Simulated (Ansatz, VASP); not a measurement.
**Ba in VASP and in Ansatz**

INCAR

```
PREC = Accurate
ENCUT = 520
EDIFF = 1E-6
ISMEAR = -1
SIGMA = 0.08
LREAL = False
LASPH = True
NELM = 60
ALGO = Normal
ISIF = 2
LWAVE = False
LCHARG = False
GGA = PE
NBANDS = 11
```

Contents of KPOINTS:

```
Automatic mesh
0
Gamma
  11 11 11
```

Contents of POSCAR:

```
Ba
1.0
   -1.9253504731      1.9253504731      1.9253504731
    1.9253504731     -1.9253504731      1.9253504731
    1.9253504731      1.9253504731     -1.9253504731
Ba
1
Direct
    0.0000000000      0.0000000000      0.0000000000
```

Input for Ansatz:

```yaml
crystal:
  lattice:
    - [-1.9253504731, 1.9253504731, 1.9253504731]
    - [1.9253504731, -1.9253504731, 1.9253504731]
    - [1.9253504731, 1.9253504731, -1.9253504731]
  atoms:
    - { symbol: Ba, position: [0.0, 0.0, 0.0] }
kpoints:
  mp_grid: { grid: [11, 11, 11] }
scf:
  occupations: { method: fermi_dirac, width: 0.08 }
hamiltonian:
  xc: pbe
  pseudopotentials: { kind: all_electron, datasets: crystal }
output:
  forces: true
  stress: true
  eigenvalues: true
```

Change from the starting cell: volume scaled by 0.45, crystal datasets.

Alike in both runs: task single point; functional PBE; k mesh 11 × 11 × 11; occupations fermi-dirac, width 0.08 eV; no spin polarisation.

|  | VASP | Ansatz |
| --- | --- | --- |
| version | VASP 6.6.1 | Ansatz 0.2.0 |
| potentials or method | VASP PAW PBE potentials, release 64 (Ba_sv), cutoff 520 eV | all-electron PAW with datasets made for the crystal, scalar-relativistic |

|  | VASP | Ansatz | Ansatz less VASP |
| --- | --- | --- | --- |
| pressure (GPa) | 23.0 | 20.0 | -3.07 |

Ansatz ran all-electron here, and VASP with PAW potentials.

Spin-orbit coupling is off throughout.
